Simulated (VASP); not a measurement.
# TiAl (Imm2) in VASP: further runs, part 2 of 2

VASP 6.6.1. Earlier steps stand in the parts before.

**3. Single point, LDA (atoms displaced along a vibrational mode)**

File INCAR:

```
PREC = Accurate
ENCUT = 520
EDIFF = 1E-7
ISMEAR = 0
SIGMA = 0.15
LREAL = F
LASPH = T
NELM = 60
ALGO = Fast
ISIF = 2
LWAVE = F
LCHARG = T
GGA = CA
LELF = T
LVHAR = T
NBANDS = 23
```

File KPOINTS:

```
Automatic mesh
0
Gamma
  16 16 16
```

File POSCAR:

```
TiAl
1.0
   -2.8120068102      0.0000000000      0.0000000000
    0.0000000000      4.8705386665      0.0000000000
    1.4060034051     -2.4352693333     -4.5900455634
Ti Al
2 2
Direct
    0.5020162664      0.5020162664      0.0040325328
   -0.0020162664     -0.0020162664     -0.0040325328
    0.7500000000      0.0717329737      0.5000000000
    0.2500000000      0.5949336929      0.5000000000
```

Potentials or basis: VASP PAW LDA potentials, release 64 (Ti_sv, Al).

Run with:

```console
> cat potpaw_LDA.64/Ti_sv/POTCAR potpaw_LDA.64/Al/POTCAR > POTCAR
> mpirun -np 1 vasp_std > vasp.out
```

OUTCAR:

```text
PREC = Accurate
   ENCUT = 520
   EDIFF = 1E-7
   ISMEAR = 0
   LREAL = F
   LASPH = T
   NELM = 60
   ISIF = 2
   GGA = CA

 ion  position               nearest neighbor table
   1  0.502  0.502  0.004-   3 2.76   4 2.78   4 2.78   2 2.81   2 2.81   2 2.81   2 2.81   3 2.84
                             3 2.84   4 2.86
   2  0.998  0.998  0.996-   3 2.76   4 2.78   4 2.78   1 2.81   1 2.81   1 2.81   1 2.81   3 2.84
                             3 2.84   4 2.86
   3  0.750  0.072  0.500-   4 2.71   4 2.71   1 2.76   2 2.76   1 2.84   1 2.84   2 2.84   2 2.84
                             4 2.91   4 2.91
   4  0.250  0.595  0.500-   3 2.71   3 2.71   2 2.78   2 2.78   1 2.78   1 2.78   2 2.86   1 2.86
                             3 2.91   3 2.91

  LATTYP: Found a body centered orthorhombic cell.
 ALAT       =     2.8120068102
 B/A-ratio  =     1.7320508076
 C/A-ratio  =     3.2646048699

  Lattice vectors:

 A1 = (  -1.4060034051,   2.4352693333,   4.5900455634)
 A2 = (   1.4060034051,  -2.4352693332,   4.5900455634)
 A3 = (   1.4060034051,   2.4352693332,  -4.5900455634)

[... 179 lines left out ...]

  energy without entropy =      -26.43019356  energy(sigma->0) =      -26.45856421

 E-fermi :   8.2601     XC(G=0): -11.4011

 val. band max:        8.2599282250   @ k =   0.3125   0.0625   0.1250
 cond. band min:       8.2606508781   @ k =  -0.1875   0.1250   0.0000
 fundamental gap:      0.0007226530
 Fermi energy:         8.2600701560

 k-point     1 :       0.0000    0.0000    0.0000
  band No.  band energies     occupation
      1     -47.4560      2.00000
      2     -47.3294      2.00000
      3     -24.3884      2.00000
      4     -24.1753      2.00000
      5     -24.0581      2.00000
      6     -23.8372      2.00000
[... 613 lines left out ...]
     22      11.4825      0.00000
     23      12.5242      0.00000

 [... further k-points ...]

------------------------ aborting loop because EDIFF is reached ----------------------------------------

  FORCE on cell =-STRESS in cart. coord.  units (eV):
  Direction    XX          YY          ZZ          XY          YZ          ZX
  --------------------------------------------------------------------------------------
  -------------------------------------------------------------------------------------
  Total        0.1433049      0.2212712      0.0899237      0.0000000      0.0000000      0.0000000
  in kB        3.6522556      5.6392994      2.2917876      0.0000000      0.0000000      0.0000000
  external PRESSURE =       3.8611142 kB  Pullay stress =       0.0000000 kB

 VOLUME and BASIS-vectors are now :
 -----------------------------------------------------------------------------
  energy-cutoff  :      520.00
  volume of cell :       62.87
      direct lattice vectors                 reciprocal lattice vectors
    -2.812006810  0.000000000  0.000000000    -0.355617915  0.000000000 -0.108931381
     0.000000000  4.870538666  0.000000000     0.000000000  0.205316099 -0.108931381
     1.406003405 -2.435269333 -4.590045563     0.000000000  0.000000000 -0.217862761

 POSITION                                       TOTAL-FORCE (eV/Angst)
 -----------------------------------------------------------------------------------
     -1.40600      2.43527     -0.01851         0.000000     -0.009379      0.327850
     -1.40600      2.43527     -4.57154        -0.000000     -0.009379     -0.327850
     -1.40600     -0.86826     -2.29502         0.000000      0.576534      0.000000
      0.00000      1.68001     -2.29502         0.000000     -0.557777      0.000000
 -----------------------------------------------------------------------------------
    total drift:                                0.000000      0.000026     -0.000001

  FREE ENERGIE OF THE ION-ELECTRON SYSTEM (eV)
  ---------------------------------------------------
  free  energy   TOTEN  =       -26.4869348551 eV

  energy  without entropy=      -26.4301935611  energy(sigma->0) =      -26.45856421
```

OSZICAR:

```text
N       E                     dE             d eps       ncg     rms          rms(c)
DAV:   1     0.291320779638E+03    0.29132E+03   -0.14388E+04 28566   0.141E+03
DAV:   2    -0.911578483207E+00   -0.29223E+03   -0.28359E+03 29238   0.415E+02
DAV:   3    -0.278452840932E+02   -0.26934E+02   -0.26043E+02 52315   0.109E+02
[... 30 lines left out ...]
RMM:  34    -0.264869343978E+02   -0.22234E-06   -0.24669E-06 34123   0.579E-03    0.151E-04
RMM:  35    -0.264869345643E+02   -0.16657E-06   -0.18796E-06 34371   0.524E-03    0.173E-04
RMM:  36    -0.264869346898E+02   -0.12549E-06   -0.14241E-06 31921   0.471E-03    0.200E-04
RMM:  37    -0.264869347840E+02   -0.94223E-07   -0.10921E-06 31215   0.432E-03    0.229E-04
RMM:  38    -0.264869348551E+02   -0.71039E-07   -0.84134E-07 30778   0.399E-03
   1 F= -.26486935E+02 E0= -.26458564E+02  d E =-.567413E-01
```

stdout:

```text
POSCAR found type information on POSCAR TiAl
 POSCAR found :  2 types and       4 ions
 scaLAPACK will be used
[... 84 lines left out ...]
 num prob  num prob WARNING in EDDRMM: call to ZHEGV failed, returncode =   8  4     16
 num prob  num prob  num prob  num prob  num prob  num prob  num prob  num prob WARNING in EDDRMM: call to ZHEGV failed, returncode =   6  3     11
 num prob  num prob  num prob WARNING in EDDRMM: call to ZHEGV failed, returncode =   8  4     10
 num prob  num prob  num prob  num prob  num prob  num prob  num prob  num prob  num prob  num prob  num prob  num prob  num prob WARNING in EDDRMM: call to ZHEGV failed, returncode =   8  4      3
 num prob  num prob  num prob  num prob  num prob  num prob  num prob  num prob  num prob  num prob  num prob  num prob WARNING in EDDRMM: call to ZHEGV failed, returncode =   8  4     10
 num prob  num prob  num prob WARNING in EDDRMM: call to ZHEGV failed, returncode =   8  4
```

It took 21 min on 1 thread of AMD EPYC 9R45 (Zen 5), shared host; peak memory 0.74 GiB.

Results:

| Property | Result |
| --- | --- |
| Free energy | -26.4869 eV |
| Pressure | 0.4 GPa |
| Largest force | 0.577 eV/Å |
| Band gap on the k mesh | zero (bands 15 and 16 overlap by 1.10 eV) |

Forces on the atoms (eV/Å):
```
Ti   0.000 -0.009  0.328
Ti   0.000 -0.009 -0.328
Al   0.000  0.577  0.000
Al   0.000 -0.558  0.000
```

Caveat: the cell differs from its parent crystal (atoms displaced along a vibrational mode).
